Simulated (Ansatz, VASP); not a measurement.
Two plane-wave programs on SiC

INCAR

```
ALGO = Normal ; EDIFF = 1E-6
ENCUT = 600 ; GGA = PE
GGA_COMPAT = False ; ISIF = 2
ISMEAR = -1 ; IVDW = 12
LASPH = True ; LCHARG = True
LELF = True ; LREAL = False
LVHAR = True ; LWAVE = False
NBANDS = 11 ; NELM = 120
PREC = Accurate ; SIGMA = 0.05
```

File KPOINTS:

```
k-points
0
Gamma
  10 10 10
```

POSCAR

```
SiC
1.0
    0.0000000000      2.1934308841      2.1934308841
    2.1934308841      0.0000000000      2.1934308841
    2.1934308841      2.1934308841      0.0000000000
Si C
1 1
Direct
    0.0000000000      0.0000000000      0.0000000000
    0.7500000000      0.7500000000      0.7500000000
```

File input.yaml:

```yaml
crystal:
  lattice:
    - [0.0, 2.1934308841, 2.1934308841]
    - [2.1934308841, 0.0, 2.1934308841]
    - [2.1934308841, 2.1934308841, 0.0]
  atoms:
    - { symbol: Si, position: [0.0, 0.0, 0.0] }
    - { symbol: C, position: [0.75, 0.75, 0.75] }
hamiltonian:
  xc: pbe
  pseudopotentials: { kind: paw }
  dispersion: d3bj
kpoints:
  mp_grid: { grid: [10, 10, 10] }
scf:
  occupations: { method: fermi_dirac, width: 0.05 }
output:
  forces: true
  stress: true
  eigenvalues: true
```

Alike in both runs: task single point; functional PBE; dispersion D3(BJ); k mesh 10 × 10 × 10; occupations fermi-dirac, width 0.05 eV; no spin polarisation.

|  | VASP | Ansatz |
| --- | --- | --- |
| version | VASP 6.6.1 | Ansatz 0.2.0 |
| potentials or method | VASP PAW PBE potentials, release 64 (Si, C) | Ansatz PAW |
| plane-wave cutoff (eV) | 600 | 420 |
| valence electrons in the cell | 8 | 8 |

VASP gave:

```
gap on the k mesh at the Fermi level (eV) : 1.38
least direct gap on the mesh (eV)         : 4.52
pressure (GPa)                            : -5.7
```

Question: Which values does Ansatz return?

Answer: gap on the k mesh at the Fermi level (eV): 1.38; least direct gap on the mesh (eV): 4.52; pressure (GPa): -5.5.
